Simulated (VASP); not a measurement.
Input of a VASP 6.6.1 run:

Contents of POSCAR:

```
LaLuAs2
1.0
    2.1030128963      1.2141750618      6.8415678131
   -2.1030128963      1.2141750618      6.8415678131
    0.0000000000     -2.4283501236      6.8415678131
La Lu As
1 1 2
Direct
    1.0000000000      0.0000000000      0.0000000000
    0.5000000000      0.5000000000      0.5000000000
    0.2433640454      0.2433640454      0.2433640454
    0.7566359546      0.7566359546      0.7566359546
```

INCAR.step1

```
PREC = Accurate
ENCUT = 520
ISMEAR = -1
SIGMA = 0.02
LREAL = F
LASPH = T
NELM = 80
NBANDS = 31
GGA = PE
ALGO = Normal
EDIFF = 1E-4
LWAVE = T
LCHARG = F
```

File INCAR.step2:

```
PREC = Accurate
ENCUT = 520
EDIFF = 1E-6
ISMEAR = -1
SIGMA = 0.02
LREAL = F
LASPH = T
NELM = 80
ALGO = Normal
ISIF = 2
LWAVE = F
LCHARG = F
METAGGA = R2SCAN
LMIXTAU = T
NBANDS = 31
ISTART = 1
```

Contents of KPOINTS:

```
regular mesh
0
Gamma
  6 6 6
```

Potentials or basis: VASP PAW PBE potentials, release 64 (La, Lu, As).

Run with:

```sh
$ cat potpaw_PBE.64/La/POTCAR potpaw_PBE.64/Lu/POTCAR potpaw_PBE.64/As/POTCAR > POTCAR
$ cp INCAR.step1 INCAR
$ mpirun -np 1 vasp_std > vasp.out
$ cp INCAR.step2 INCAR
$ mpirun -np 1 vasp_std > vasp.out
```

(1) Estimate the largest force.

(2) Estimate the pressure.

## Answers

(1) 0.039 eV/Å.

(2) 0.1 GPa.

Caveat: the PAW data sets were made with another functional, which shifts forces and pressure a little.
